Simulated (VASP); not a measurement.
# Br (Cmce) in VASP: settings compared

The runs below take Br through single point, relaxation of cell and atoms, with PBE, PBEsol.

All numbers are computed with VASP 6.6.1; they aren't measurements. Logs are shortened: lines on timing, memory, paths and dates and some standing lists are left out, and cuts for length are marked.

## (1) The cell of the first run

Symmetry: Cmce, No. 64, orthorhombic system. The conventional cell has a = 8.639 Å, b = 4.273 Å, c = 8.711 Å, α = 90.00°, β = 90.00°, γ = 90.00°. Br (site symmetry m) has 3 Br at 2.39 to 3.13 Å within 3.2 Å.

## (2) Single point, PBE

Input file INCAR:

```
SYSTEM = Br
  PREC = Accurate
  ENCUT = 520
  EDIFF = 1E-7
  ISMEAR = -1
  SIGMA = 0.05
  LREAL = .FALSE.
  LASPH = .TRUE.
  NELM = 60
  ALGO = Normal
  ISIF = 2
  LWAVE = .FALSE.
  LCHARG = .FALSE.
  GGA = PE
  NBANDS = 22
```

Input file KPOINTS:

```
regular mesh
0
G
  7 7 3
  0 0 0
```

Input file POSCAR:

```
Br
1.0
    4.3194207880     -2.1366066428      0.0000000000
    4.3194207880      2.1366066428      0.0000000000
    0.0000000000      0.0000000000      8.7106191711
Br
4
Direct
    0.3583234205      0.6416765795      0.3816686357
    0.1416765795      0.8583234205      0.8816686357
    0.6416765795      0.3583234205      0.6183313643
    0.8583234205      0.1416765795      0.1183313643
```

Potentials or basis: VASP PAW PBE potentials, release 64 (Br).

Started as:

```sh
cat potpaw_PBE.64/Br/POTCAR > POTCAR
mpirun -np 1 vasp_std > vasp.out
```

OUTCAR:

```text
SYSTEM = Br
   PREC = Accurate
   ENCUT = 520
   EDIFF = 1E-7
   ISMEAR = -1
   LREAL = .FALSE.
   LASPH = .TRUE.
   NELM = 60
   ISIF = 2
   GGA = PE

 ion  position               nearest neighbor table
   1  0.358  0.642  0.382-   3 2.39
   2  0.142  0.858  0.882-   4 2.39
   3  0.642  0.358  0.618-   1 2.39
   4  0.858  0.142  0.118-   2 2.39

  LATTYP: Found a base centered orthorhombic cell.
 ALAT       =     4.2732132856
 B/A-ratio  =     2.0216265837
 C/A-ratio  =     2.0384236847

  Lattice vectors:

 A1 = (  -4.3194207880,  -2.1366066428,   0.0000000000)
 A2 = (   4.3194207880,  -2.1366066428,   0.0000000000)
 A3 = (   0.0000000000,   0.0000000000,   8.7106191711)

Analysis of symmetry for initial positions (statically):
=====================================================================
 Subroutine PRICEL returns:
 Original cell was already a primitive cell.

 Routine SETGRP: Setting up the symmetry group for a
 base centered orthorhombic supercell.

 Subroutine GETGRP returns: Found  8 space group operations
 (whereof  4 operations were pure point group operations)
 out of a pool of  8 trial point group operations.

The static configuration has the point symmetry C_2h.
 The point group associated with its full space group is D_2h.

Analysis of symmetry for dynamics (positions and initial velocities):
=====================================================================
 Subroutine PRICEL returns:
 Original cell was already a primitive cell.

 Routine SETGRP: Setting up the symmetry group for a
 base centered orthorhombic supercell.

 Subroutine GETGRP returns: Found  8 space group operations
 (whereof  4 operations were pure point group operations)
 out of a pool of  8 trial point group operations.

The dynamic configuration has the point symmetry C_2h.
 The point group associated with its full space group is D_2h.

 Subroutine INISYM returns: Found  8 space group operations
 (whereof  4 operations are pure point group operations),
 and found     1 'primitive' translations

----------------------------------------------------------------------------------------

                                     Primitive cell

  volume of cell :     160.7789

  direct lattice vectors                    reciprocal lattice vectors
[... 88 lines left out ...]
   LASPH  =      T    aspherical Exc in radial PAW
   ENCUT  =  520.0 eV  38.22 Ry    6.18 a.u.   8.96  8.96 16.20*2*pi/ulx,y,z
   NELM   =     60;   NELMIN=  2; NELMDL= -5     # of ELM steps
   EDIFF  = 0.1E-06   stopping-criterion for ELM
   LREAL  =      F    real-space projection
   EDIFFG = 0.1E-05   stopping-criterion for IOM
   NSW    =      0    number of steps for IOM
   IBRION =     -1    ionic relax: 0-MD 1-quasi-New 2-CG
   NFREE  =      0    steps in history (QN), initial steepest desc. (CG)
   ISIF   =      2    stress and relaxation
   ISYM   =      2    0-nonsym 1-usesym 2-fastsym
   POTIM  = 0.5000    time-step for ionic-motion
   TEBEG  =    0.0;   TEEND  =   0.0 temperature during run
   PSTRESS=    0.0 pullay stress
   NELECT =      28.0000    total number of electrons
   NUPDOWN=      -1.0000    fix difference up-down
   EMIN   =  10.00;   EMAX   =-10.00  energy-range for DOS
   EFERMI =   0.00;   METHOD = LEGACY
   ISMEAR =    -1;   SIGMA  =   0.05  broadening in eV -4-tet -1-fermi 0-gaus
   EFERMI_NEDOS =   21; number of points for ismear=-14 and -15
   IALGO  =     38    algorithm
   IMIX   =      4    mixing-type and parameters
     AMIX     =   0.40;   BMIX     =  1.00
     AMIX_MAG =   1.60;   BMIX_MAG =  1.00
  volume/ion in A,a.u.               =      40.19       271.25
  Fermi-wavevector in a.u.,A,eV,Ry     =   0.914221  1.727627 11.371747  0.835800
  Thomas-Fermi vector in A             =   2.038823
   LORBIT       =      0    0 simple, 1 ext, 2 COOP (PROOUT), +10 PAW based schemes
   GGA     = PE    functional components
   LHFCALC =     F    Hartree Fock is set to
   AEXX    =    0.0000 exact exchange contribution
   IVDW    =     0    specifies the selected vdW correction
   LEPSILON=     F    determine dielectric tensor
   LRPA    =     F    only Hartree local field effects (RPA)
 non-spin polarized calculation
  energy-cutoff  :      520.00
  volume of cell :      160.78
 maximum number of plane-waves:      4354
   NGX = 17   NGY = 17   NGZ = 33

 number of electron      28.0000002 magnetization

 Free energy of the ion-electron system (eV)
  ---------------------------------------------------
  ext. energy  EPLUGINS =         0.00000000
  ---------------------------------------------------
  free energy    TOTEN  =        -6.56951322 eV

  energy without entropy =       -6.56951299  energy(sigma->0) =       -6.56951311

 E-fermi :  -0.6218     XC(G=0):  -7.0344

 val. band max:       -1.2927401090   @ k =   0.0000   0.0000   0.0000
 cond. band min:       0.0766428441   @ k =   0.0000   0.0000   0.0000
 fundamental gap:      1.3693829531
 Fermi energy:        -0.6217552925

 k-point     1 :       0.0000    0.0000    0.0000
  band No.  band energies     occupation
      1     -16.9235      2.00000
      2     -16.3874      2.00000
      3     -14.7759      2.00000
      4     -13.7945      2.00000
      5      -6.1566      2.00000
      6      -4.9122      2.00000
[... 589 lines left out ...]
     21       8.3059      0.00000
     22       8.4826      0.00000

 [... further k-points ...]

------------------------ aborting loop because EDIFF is reached ----------------------------------------

  FORCE on cell =-STRESS in cart. coord.  units (eV):
  Direction    XX          YY          ZZ          XY          YZ          ZX
  --------------------------------------------------------------------------------------
  -------------------------------------------------------------------------------------
  Total        0.0095683      0.0008909      0.0133109      0.0000000      0.0000000      0.0000000
  in kB        0.0953486      0.0088776      0.1326445      0.0000000      0.0000000      0.0000000
  external PRESSURE =       0.0789569 kB  Pullay stress =       0.0000000 kB

 VOLUME and BASIS-vectors are now :
 -----------------------------------------------------------------------------
  energy-cutoff  :      520.00
  volume of cell :      160.78
      direct lattice vectors                 reciprocal lattice vectors
     4.319420788 -2.136606643  0.000000000     0.115756261 -0.234015934  0.000000000
     4.319420788  2.136606643  0.000000000     0.115756261  0.234015934  0.000000000
     0.000000000  0.000000000  8.710619171     0.000000000  0.000000000  0.114802402

 POSITION                                       TOTAL-FORCE (eV/Angst)
 -----------------------------------------------------------------------------------
      4.31942      0.60541      3.32457         0.000000      0.002893     -0.004741
      4.31942      1.53119      7.67988         0.000000     -0.002893     -0.004741
      4.31942     -0.60541      5.38605         0.000000     -0.002893      0.004741
      4.31942     -1.53119      1.03074         0.000000      0.002893      0.004741
 -----------------------------------------------------------------------------------
    total drift:                               -0.000000     -0.000000     -0.000000

  FREE ENERGIE OF THE ION-ELECTRON SYSTEM (eV)
  ---------------------------------------------------
  free  energy   TOTEN  =        -6.5695132202 eV

  energy  without entropy=       -6.5695129923  energy(sigma->0) =       -6.56951311
```

stdout:

```text
POSCAR found type information on POSCAR Br
 POSCAR found :  1 types and       4 ions
 scaLAPACK will be used
 LDA part: xc-table for (Slater+PW92), standard interpolation
 POSCAR, INCAR and KPOINTS ok, starting setup
 FFT: planning ... GRIDC
 FFT: planning ... GRID_SOFT
 FFT: planning ... GRID
 WAVECAR not read
 entering main loop
```

It took 75 s on 1 thread of Oxide Virtual Turin-like, shared host; peak memory 0.27 GiB.

Results:

* Free energy: -6.5695 eV
* Pressure: 0.0 GPa
* Largest force: 0.006 eV/Å
* Band gap on the k mesh: 1.37 eV, direct

Forces on the atoms (eV/Å):
```
Br   0.000  0.003 -0.005
Br   0.000 -0.003 -0.005
Br   0.000 -0.003  0.005
Br   0.000  0.003  0.005
```

## (3) Relaxation of cell and atoms, PBE, target pressure 2 GPa, at which the enthalpy is minimised

This run uses another cell than the first one, of 33.99 Å³/atom, 0.846 times its volume.

Input file INCAR:

```
SYSTEM = Br
  PREC = Accurate
  ENCUT = 600
  EDIFF = 1E-6
  ISMEAR = -1
  SIGMA = 0.05
  LREAL = .False.
  LASPH = .True.
  NELM = 80
  ALGO = Normal
  ISIF = 3
  LWAVE = .False.
  LCHARG = .False.
  GGA = PE
  IBRION = 2
  NSW = 60
  EDIFFG = -0.01
  PSTRESS = 20.0
```

Input file KPOINTS:

```
regular mesh
0
Gamma
  7 7 3
  0 0 0
```

Input file POSCAR:

```
Br
1.0
    3.3632500000     -2.3225500000      0.0000000000
    3.3632500000      2.3225500000      0.0000000000
    0.0000000000      0.0000000000      8.7023000000
Br
4
Direct
    0.3651000000      0.6349000000      0.3901000000
    0.1349000000      0.8651000000      0.8901000000
    0.6349000000      0.3651000000      0.6099000000
    0.8651000000      0.1349000000      0.1099000000
```

Potentials or basis: VASP PAW PBE potentials, release 64 (Br).

Started as:

```sh
cat potpaw_PBE.64/Br/POTCAR > POTCAR
mpirun -np 1 vasp_std > vasp.out
```

It took 13 min on 1 thread of Oxide Virtual Turin-like, shared host; peak memory 0.3 GiB.

The run converged. Its results:

* Free energy: -6.4136 eV
* Relaxed volume: 29.87 Å³/atom
* Relaxed cell: a = 3.991 Å, b = 3.991 Å, c = 8.525 Å, α = 90.00°, β = 90.00°, γ = 61.65°
* Space group after relaxing (to 0.05 Å): Cmce (No. 64)
* Energy change on relaxing (the enthalpy is what falls): -10.2 meV/atom
* Ionic steps: 22
* Pressure after relaxing: 2.0 GPa
* Largest force after relaxing: 0.010 eV/Å
* Band gap on the k mesh: 1.30 eV, indirect (least direct gap 1.37 eV)

Forces in eV/Å, atoms in the order of the input:
```
Br   0.000 -0.010 -0.003
Br   0.000  0.010 -0.003
Br   0.000  0.010  0.003
Br   0.000 -0.010  0.003
```

Step by step:
| step | energy change (eV) | largest force (eV/Å) | pressure (GPa) | volume (Å³) |
| --- | --- | --- | --- | --- |
| 1 | 0.0000 | 0.8819 | 1.85 | 135.95 |
| 2 | -0.0482 | 0.1938 | -0.35 | 135.30 |
| 3 | -0.0548 | 0.0836 | 0.09 | 135.45 |
| 4 | -0.0561 | 0.0733 | 0.67 | 128.77 |
| 5 | -0.0048 | 0.1179 | 2.11 | 119.52 |
| 6 | 0.0135 | 0.1352 | 2.44 | 118.00 |
| 7 | 0.0084 | 0.1298 | 2.41 | 118.39 |
| 8 | 0.0015 | 0.1232 | 2.22 | 118.97 |
| 9 | -0.0050 | 0.0884 | 2.01 | 118.84 |
| 10 | -0.0076 | 0.2224 | 1.69 | 118.56 |
| 11 | -0.0079 | 0.2070 | 1.83 | 118.26 |
| 12 | -0.0033 | 0.1672 | 2.29 | 117.34 |
| 13 | -0.0001 | 0.1566 | 2.44 | 117.06 |
| 14 | -0.0087 | 0.1331 | 2.35 | 117.47 |
| 15 | -0.0300 | 0.0649 | 2.09 | 118.70 |
| 16 | -0.0377 | 0.0426 | 1.98 | 119.27 |
| 17 | -0.0372 | 0.0143 | 2.07 | 119.21 |
| 18 | -0.0370 | 0.0086 | 2.08 | 119.20 |
| 19 | -0.0394 | 0.0088 | 2.04 | 119.37 |
| 20 | -0.0428 | 0.0122 | 1.98 | 119.64 |
| 21 | -0.0425 | 0.0118 | 1.98 | 119.62 |
| 22 | -0.0410 | 0.0100 | 2.00 | 119.50 |

Final structure:
```
Br
1.0
     3.42703   -2.04504    0.00000
     3.42703    2.04504    0.00000
     0.00000    0.00000    8.52512
Br
4
Direct
  0.34488 0.65512 0.38049
  0.15512 0.84488 0.88049
  0.65512 0.34488 0.61951
  0.84488 0.15512 0.11951
```

Levels at points of the mesh, in eV from the valence-band top:
| k point | band 11 | band 12 | band 13 | band 14 | band 15 | band 16 | band 17 | band 18 |
| --- | --- | --- | --- | --- | --- | --- | --- | --- |
| (0.00, 0.00, 0.00) | -1.37 | -0.68 | -0.44 | 0.00 | 1.37 | 2.30 | 6.03 | 6.83 |

Caveat: the cell is relaxed towards a set pressure, so the enthalpy falls and the energy may rise. PBE gaps usually lie below the measured ones, often by a third to a half.

(Part 1 of 2 ends here.)
